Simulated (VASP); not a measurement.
Set up this calculation in VASP 6.6.1, as the native input.

| Quantity | Value |
| --- | --- |
| Task | single point |
| Functional | PBEsol |
| Potentials or basis | VASP PAW PBE potentials, release 64 (Zn) |
| Cutoff | 520 eV |
| k mesh | 16 × 16 × 4 |
| Occupations | fermi-dirac, width 0.1 eV |
| Spin | no spin polarisation |
| Dipole correction | no |
| Further INCAR settings | ALGO = Normal; EDIFF = 1e-06; NBANDS = 32 |

The structure of Zn lies in POSCAR:

```
Zn
1.0
    2.6741922648      0.0000000000      0.0000000000
   -1.3370961324      2.3159184360      0.0000000000
    0.0000000000      0.0000000000      9.9086621294
Zn
4
Direct
    1.0000000000      0.0000000000      1.0000000000
    1.0000000000      1.0000000000      0.5000000000
    0.3333333333      0.6666666667      0.2500000000
    0.6666666667      0.3333333333      0.7500000000
```

This cell differs from its parent crystal: volume scaled by 1.08.

These files were run (other wordings do the same):

INCAR

```
PREC = Accurate
ENCUT = 520
EDIFF = 1E-6
ISMEAR = -1
SIGMA = 0.1
LREAL = False
LASPH = True
NELM = 80
ALGO = Normal
ISIF = 2
LWAVE = False
LCHARG = False
GGA = PS
NBANDS = 32
```

KPOINTS

```
regular mesh
0
Gamma
  16 16 4
```

Potentials or basis: VASP PAW PBE potentials, release 64 (Zn).

Run with:

```sh
$ cat potpaw_PBE.64/Zn/POTCAR > POTCAR
$ mpirun -np 1 vasp_std > vasp.out
```

Results of the run:

The pressure is -5.2 GPa. The band gap on the k mesh is zero (band 24 reaches 4.15 eV, above the bottom of band 25 at -0.14 eV).

Caveat: the PAW data sets were made with another functional, which shifts forces and pressure a little.

Run time: 100 s on 1 thread of Intel Xeon 6975P-C (shared host), peak memory 0.26 GiB.
